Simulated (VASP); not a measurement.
**TaN: single point with r2SCAN**

TaN:

```
Ta N
1.0
     0.00000    2.18793    2.18793
     2.18793    0.00000    2.18793
     2.18793    2.18793    0.00000
Ta N
1 1
Cartesian
  2.1879 2.1879 2.1879
  0.0000 0.0000 0.0000
```

| Quantity | Value |
| --- | --- |
| Program | VASP 6.6.1 |
| Task | single point |
| Functional | r2SCAN |
| Potentials or basis | VASP PAW PBE potentials, release 64 (Ta_sv_GW, N) |
| Cutoff | 770 eV |
| k mesh | 16 × 16 × 16 |
| Occupations | gaussian, width 0.1 eV |
| Spin | no spin polarisation |

```yaml
Pressure: 5.2 GPa
Band_gap_on_the_k_mesh: zero (bands 9 and 10 overlap by 4.18 eV)
```

Levels at points of the mesh, in eV from the Fermi level:
```csv
k point,band 5,band 6,band 7,band 8,band 9,band 10,band 11,band 12,band 13,band 14
"(0.00, 0.00, 0.00)",-20.12,-4.19,-4.19,-4.19,-2.19,-2.19,-2.19,0.18,0.18,1.90
"(0.50, 0.00, 0.00)",-17.03,-10.94,-8.08,-8.08,1.99,1.99,2.12,4.09,8.01,8.01
"(0.50, 0.50, 0.00)",-18.89,-7.12,-5.70,-5.04,-5.04,2.31,3.65,3.65,4.90,7.60
```

It took 4.5 min on 1 thread of AMD EPYC 7R43 64-Core Processor (Zen 3) (shared host), peak memory 0.22 GiB.

Caveat: the cell stands under pressure; the PAW data sets were made with another functional, which shifts forces and pressure a little; spin-orbit coupling is left out, which moves the levels of the heavy elements.
